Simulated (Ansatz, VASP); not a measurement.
## Two plane-wave programs on Sb

```
CELL_PARAMETERS angstrom
2.14560 1.23876 3.65874
-2.14560 1.23876 3.65874
0.00000 -2.47753 3.65874
ATOMIC_POSITIONS crystal
Sb 0.23594 0.23594 0.23594
Sb 0.76406 0.76406 0.76406
```

Alike in both runs: task single point; functional LDA; k mesh 9 × 9 × 9; no spin polarisation.

|  | VASP | Ansatz |
| --- | --- | --- |
| version | VASP 6.6.1 | Ansatz 0.2.0 |
| potentials or method | VASP PAW LDA potentials, release 64 (Sb), cutoff 520 eV | plane waves (420 eV) with PAW, scalar-relativistic |
| occupations | methfessel-paxton of order 1, width 0.01 eV | cold, width 0.01 eV |
| valence electrons in the cell | 10 | 30 |

|  | VASP | Ansatz | Ansatz less VASP |
| --- | --- | --- | --- |
| pressure (GPa) | 0.4 | 0.1 | -0.31 |
| traceless stress, the component that is largest in VASP (GPa) | -0.11 | -0.05 | +0.062 |

Ansatz warns that its potentials were made for another functional, while VASP's fit it. LDA's correlation is that of Perdew and Zunger in VASP and of Perdew and Wang (1992) in Ansatz. VASP's potentials hold 10 valence electrons a cell and Ansatz's 30, so a difference there can come from the potentials and not from the codes.

Neither program's run includes spin-orbit coupling.
